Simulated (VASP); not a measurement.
**Cd: single point with PBE**

Cd:

```
Cd
1.0
     3.00071    0.00000    0.00000
    -1.50036    2.59869    0.00000
     0.00000    0.00000    5.92616
Cd
2
Direct
  0.33333 0.66667 0.25000
  0.66667 0.33333 0.75000
```

- Program: VASP 6.6.1
- Task: single point
- Functional: PBE
- Potentials or basis: VASP PAW PBE potentials, release 64 (Cd)
- Cutoff: 520 eV
- k mesh: 12 × 12 × 6
- Occupations: fermi-dirac, width 0.2 eV
- Spin: no spin polarisation

| Item | Value |
| --- | --- |
| Pressure | 0.5 GPa |
| Band gap on the k mesh | zero (bands 12 and 13 overlap by 4.11 eV) |

Stress tensor (GPa, compression positive):
```
 0.77  0.00  0.00
 0.00  0.77  0.00
 0.00  0.00 -0.08
```

Levels at points of the mesh, in eV from the Fermi level:
| k point | band 8 | band 9 | band 10 | band 11 | band 12 | band 13 | band 14 | band 15 | band 16 | band 17 |
| --- | --- | --- | --- | --- | --- | --- | --- | --- | --- | --- |
| (0.00, 0.00, 0.00) | -8.61 | -8.44 | -8.44 | -8.39 | -3.53 | -2.87 | 9.03 | 13.15 | 14.57 | 14.91 |
| (0.50, 0.00, 0.00) | -8.46 | -8.15 | -8.14 | -2.03 | -1.61 | 1.64 | 2.66 | 3.01 | 5.02 | 8.59 |
| (0.00, 0.00, 0.50) | -8.52 | -8.52 | -8.52 | -7.07 | -7.07 | 2.87 | 2.87 | 14.87 | 14.87 | 15.76 |
| (0.50, 0.00, 0.50) | -8.46 | -8.15 | -8.15 | -1.30 | -1.30 | 0.08 | 0.08 | 7.34 | 7.34 | 9.98 |

It took 52 s on 1 thread of Intel Xeon 8259CL, with other jobs on the host, peak memory 0.2 GiB.
